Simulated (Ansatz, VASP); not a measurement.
**One calculation of Be2Bi, two programs**

```
Be Bi
1.0
     0.00000    3.69595    3.69595
     3.69595    0.00000    3.69595
     3.69595    3.69595    0.00000
Be Bi
4 2
Cartesian
  0.9240 0.9240 0.9240
  0.9240 2.7720 2.7720
  2.7720 2.7720 0.9240
  2.7720 0.9240 2.7720
  3.6960 3.6960 3.6960
  5.5439 5.5439 5.5439
```

Alike in both runs: task relaxation of cell and atoms; functional PBE; k mesh 10 × 10 × 10; occupations gaussian, width 0.1 eV; no spin polarisation.

|  | VASP | Ansatz |
| --- | --- | --- |
| version | VASP 6.6.1 | Ansatz 0.2.0 |
| potentials or method | VASP PAW PBE potentials, release 64 (Be, Bi_d), cutoff 600 eV | scalar-relativistic, plane waves, PAW |
| valence electrons in the cell | 38 | 38 |

```csv
,VASP,Ansatz,Ansatz less VASP
"gap on the k mesh at the Fermi level, each at its own relaxed structure (eV)",none,none,-
relaxed volume (Å³/atom),16.57,16.60,+0.024
relaxed length of the cell vector where the two differ most in proportion (Å),5.200,5.203,+0.0025
```

A gap of «none» marks a metal or a gap that the smearing closes.

Spin-orbit coupling is off throughout.
